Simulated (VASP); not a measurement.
# Cd3Se2S (I-4m2) in VASP: single point with PBE

Aim: the single point of Cd3Se2S with PBE.

Everything below comes from runs of VASP 6.6.1. Logs are shortened: lines on timing, memory, paths and dates and some standing lists are left out, and cuts for length are marked.

**1. The cell of the first run**

The structure is tetragonal, space group I-4m2 (No. 119). The conventional cell has a = 4.319 Å, b = 4.319 Å, c = 18.300 Å, α = 90.00°, β = 90.00°, γ = 90.00°. Within 3.4 Å of Cd (site symmetry 2mm) lie 2 S at 2.59 Å and 2 Se at 2.67 Å. Cd (site symmetry -4m2) has 4 Se at 2.67 Å within 3.5 Å. Within 3.5 Å of Se (site symmetry 2mm) lie 4 Cd at 2.67 Å. S (site symmetry -4m2) has 4 Cd at 2.59 Å within 3.4 Å.

**2. Single point, PBE**

Input file INCAR:

```
PREC = Accurate
ENCUT = 520
EDIFF = 1E-7
ISMEAR = 0
SIGMA = 0.02
LREAL = False
LASPH = True
NELM = 100
ALGO = Normal
ISIF = 2
LWAVE = False
LCHARG = False
GGA = PE
NBANDS = 36
```

Input file KPOINTS:

```
regular mesh
0
Gamma
  10 10 10
```

Input file POSCAR:

```
Cd3Se2S
1.0
   -2.1594172807      2.1594172807      9.1497872498
    2.1594172807     -2.1594172807      9.1497872498
    2.1594172807      2.1594172807     -9.1497872498
Cd Se S
3 2 1
Direct
    0.6721625973      0.6721625973      0.0000000000
    0.3278374027      0.3278374027      0.0000000000
    0.0000000000      0.0000000000      0.0000000000
    0.4138598077      0.9138598077      0.5000000000
    0.0861401923      0.5861401923      0.5000000000
    0.7500000000      0.2500000000      0.5000000000
```

Potentials or basis: VASP PAW PBE potentials, release 64 (Cd, Se, S).

The run is started by

```
$ cat potpaw_PBE.64/Cd/POTCAR potpaw_PBE.64/Se/POTCAR potpaw_PBE.64/S/POTCAR > POTCAR
$ mpirun -np 1 vasp_std > vasp.out
```

OUTCAR:

```text
PREC = Accurate
   ENCUT = 520
   EDIFF = 1E-7
   ISMEAR = 0
   LREAL = False
   LASPH = True
   NELM = 100
   ISIF = 2
   GGA = PE

 ion  position               nearest neighbor table
   1  0.672  0.672  0.000-   6 2.59   6 2.59   5 2.67   5 2.67
   2  0.328  0.328  0.000-   6 2.59   6 2.59   4 2.67   4 2.67
   3  0.000  0.000  0.000-   5 2.67   4 2.67   5 2.67   4 2.67
   4  0.414  0.914  0.500-   2 2.67   2 2.67   3 2.67   3 2.67
   5  0.086  0.586  0.500-   1 2.67   1 2.67   3 2.67   3 2.67
   6  0.750  0.250  0.500-   2 2.59   1 2.59   2 2.59   1 2.59

  LATTYP: Found a body centered tetragonal cell.
 ALAT       =     4.3188345614
 C/A-ratio  =     4.2371557047

  Lattice vectors:

 A1 = (  -2.1594172807,   2.1594172807,   9.1497872498)
 A2 = (   2.1594172807,  -2.1594172807,   9.1497872498)
 A3 = (   2.1594172807,   2.1594172807,  -9.1497872498)

Analysis of symmetry for initial positions (statically):
=====================================================================
 Subroutine PRICEL returns:
 Original cell was already a primitive cell.

 Routine SETGRP: Setting up the symmetry group for a
 body centered tetragonal supercell.

 Subroutine GETGRP returns: Found  8 space group operations
 (whereof  8 operations were pure point group operations)
 out of a pool of 16 trial point group operations.

The static configuration has the point symmetry D_2d.

Analysis of symmetry for dynamics (positions and initial velocities):
=====================================================================
 Subroutine PRICEL returns:
 Original cell was already a primitive cell.

 Routine SETGRP: Setting up the symmetry group for a
 body centered tetragonal supercell.

 Subroutine GETGRP returns: Found  8 space group operations
 (whereof  8 operations were pure point group operations)
 out of a pool of 16 trial point group operations.

The dynamic configuration has the point symmetry D_2d.

 Subroutine INISYM returns: Found  8 space group operations
 (whereof  8 operations are pure point group operations),
 and found     1 'primitive' translations

----------------------------------------------------------------------------------------

                                     Primitive cell

  volume of cell :     170.6649

  direct lattice vectors                    reciprocal lattice vectors
    -2.159417281  2.159417281  9.149787250     0.000000000  0.231543947  0.054646079
     2.159417281 -2.159417281  9.149787250     0.231543947  0.000000000  0.054646079
     2.159417281  2.159417281 -9.149787250     0.231543947  0.231543947  0.000000000
[... 91 lines left out ...]
   NELM   =    100;   NELMIN=  2; NELMDL= -5     # of ELM steps
   EDIFF  = 0.1E-06   stopping-criterion for ELM
   LREAL  =      F    real-space projection
   EDIFFG = 0.1E-05   stopping-criterion for IOM
   NSW    =      0    number of steps for IOM
   IBRION =     -1    ionic relax: 0-MD 1-quasi-New 2-CG
   NFREE  =      0    steps in history (QN), initial steepest desc. (CG)
   ISIF   =      2    stress and relaxation
   ISYM   =      2    0-nonsym 1-usesym 2-fastsym
   POTIM  = 0.5000    time-step for ionic-motion
   TEBEG  =    0.0;   TEEND  =   0.0 temperature during run
   PSTRESS=    0.0 pullay stress
   NELECT =      54.0000    total number of electrons
   NUPDOWN=      -1.0000    fix difference up-down
   EMIN   =  10.00;   EMAX   =-10.00  energy-range for DOS
   EFERMI =   0.00;   METHOD = LEGACY
   ISMEAR =     0;   SIGMA  =   0.02  broadening in eV -4-tet -1-fermi 0-gaus
   EFERMI_NEDOS =   21; number of points for ismear=-14 and -15
   IALGO  =     38    algorithm
   IMIX   =      4    mixing-type and parameters
     AMIX     =   0.40;   BMIX     =  1.00
     AMIX_MAG =   1.60;   BMIX_MAG =  1.00
  volume/ion in A,a.u.               =      28.44       191.95
  Fermi-wavevector in a.u.,A,eV,Ry     =   1.115556  2.108095 16.931977  1.244465
  Thomas-Fermi vector in A             =   2.252162
   LORBIT       =      0    0 simple, 1 ext, 2 COOP (PROOUT), +10 PAW based schemes
   GGA     = PE    functional components
   LHFCALC =     F    Hartree Fock is set to
   AEXX    =    0.0000 exact exchange contribution
   IVDW    =     0    specifies the selected vdW correction
   LEPSILON=     F    determine dielectric tensor
   LRPA    =     F    only Hartree local field effects (RPA)
 non-spin polarized calculation
 Gauss-broadening in eV      SIGMA  =   0.02
  energy-cutoff  :      520.00
  volume of cell :      170.66
 maximum number of plane-waves:      4636
   NGX = 35   NGY = 35   NGZ = 35

 number of electron      54.0000002 magnetization

 Free energy of the ion-electron system (eV)
  ---------------------------------------------------
  ext. energy  EPLUGINS =         0.00000000
  ---------------------------------------------------
  free energy    TOTEN  =       -17.11825917 eV

  energy without entropy =      -17.11825917  energy(sigma->0) =      -17.11825917

 E-fermi :   0.8083     XC(G=0):  -8.7356

 val. band max:        0.6758286673   @ k =   0.0000   0.0000   0.0000
 cond. band min:       1.3052919071   @ k =   0.0000   0.0000   0.0000
 fundamental gap:      0.6294632398
 Fermi energy:         0.8082810247

 k-point     1 :       0.0000    0.0000    0.0000
  band No.  band energies     occupation
      1     -11.5852      2.00000
      2     -11.2722      2.00000
      3     -11.2089      2.00000
      4      -7.0610      2.00000
      5      -7.0610      2.00000
      6      -7.0564      2.00000
[... 925 lines left out ...]
     35       7.6587      0.00000
     36       8.1611      0.00000

 [... further k-points ...]
[... 5 lines left out ...]
  --------------------------------------------------------------------------------------
  -------------------------------------------------------------------------------------
  Total        0.2811463      0.2811463      0.2980479      0.0000000      0.0000000      0.0000000
  in kB        2.6393611      2.6393611      2.7980314      0.0000000      0.0000000      0.0000000
  external PRESSURE =       2.6922512 kB  Pullay stress =       0.0000000 kB

 VOLUME and BASIS-vectors are now :
 -----------------------------------------------------------------------------
  energy-cutoff  :      520.00
  volume of cell :      170.66
      direct lattice vectors                 reciprocal lattice vectors
    -2.159417281  2.159417281  9.149787250     0.000000000  0.231543947  0.054646079
     2.159417281 -2.159417281  9.149787250     0.231543947  0.000000000  0.054646079
     2.159417281  2.159417281 -9.149787250     0.231543947  0.231543947  0.000000000

 POSITION                                       TOTAL-FORCE (eV/Angst)
 -----------------------------------------------------------------------------------
      0.00000      0.00000     12.30029         0.000000     -0.000000     -0.003106
      0.00000      0.00000      5.99928         0.000000     -0.000000      0.003106
      0.00000      0.00000      0.00000        -0.000000      0.000000     -0.000000
      2.15942      0.00000      7.57346         0.000000      0.000000      0.001943
      2.15942      0.00000      1.57633        -0.000000     -0.000000     -0.001943
     -0.00000      2.15942      4.57489        -0.000000      0.000000     -0.000000
 -----------------------------------------------------------------------------------
    total drift:                                0.000001     -0.000001      0.000000

  FREE ENERGIE OF THE ION-ELECTRON SYSTEM (eV)
  ---------------------------------------------------
  free  energy   TOTEN  =       -17.1182591738 eV

  energy  without entropy=      -17.1182591738  energy(sigma->0) =      -17.11825917
```

stdout:

```text
POSCAR found type information on POSCAR CdSeS
 POSCAR found :  3 types and       6 ions
 scaLAPACK will be used
 LDA part: xc-table for (Slater+PW92), standard interpolation
 POSCAR, INCAR and KPOINTS ok, starting setup
 FFT: planning ... GRIDC
 FFT: planning ... GRID_SOFT
 FFT: planning ... GRID
 WAVECAR not read
 entering main loop
```

Wall time 41 min (1 thread of Intel Xeon Platinum 8259CL at 2.50GHz (Skylake/Cascade Lake), shared host); peak memory 1.1 GiB.

Results:

```
Free energy            : -17.1183 eV
Pressure               : 0.3 GPa
Largest force          : 0.003 eV/Å
Band gap on the k mesh : 0.63 eV
```

Forces on the atoms (eV/Å):
```
Cd   0.000  0.000 -0.003
Cd   0.000  0.000  0.003
Cd   0.000  0.000  0.000
Se   0.000  0.000  0.002
Se   0.000  0.000 -0.002
S    0.000  0.000  0.000
```

Levels at points of the mesh, in eV from the valence-band top:
| k point | band 23 | band 24 | band 25 | band 26 | band 27 | band 28 | band 29 | band 30 | band 31 | band 32 |
| --- | --- | --- | --- | --- | --- | --- | --- | --- | --- | --- |
| (0.00, 0.00, 0.00) | -1.18 | -1.18 | -0.04 | 0.00 | 0.00 | 0.63 | 3.55 | 3.61 | 3.88 | 4.07 |
| (0.50, 0.00, 0.00) | -1.53 | -1.06 | -0.71 | -0.55 | -0.54 | 2.48 | 3.35 | 3.43 | 5.81 | 6.15 |
| (0.50, 0.50, 0.00) | -1.99 | -1.96 | -1.91 | -1.70 | -1.67 | 3.31 | 3.85 | 4.44 | 4.48 | 4.55 |
| (0.50, 0.50, 0.50) | -1.61 | -0.64 | -0.64 | -0.37 | -0.37 | 2.35 | 2.43 | 3.34 | 3.83 | 5.07 |

Caveat: semilocal functionals underestimate gaps, and a narrow one can read as zero. A k mesh can miss the band edges.
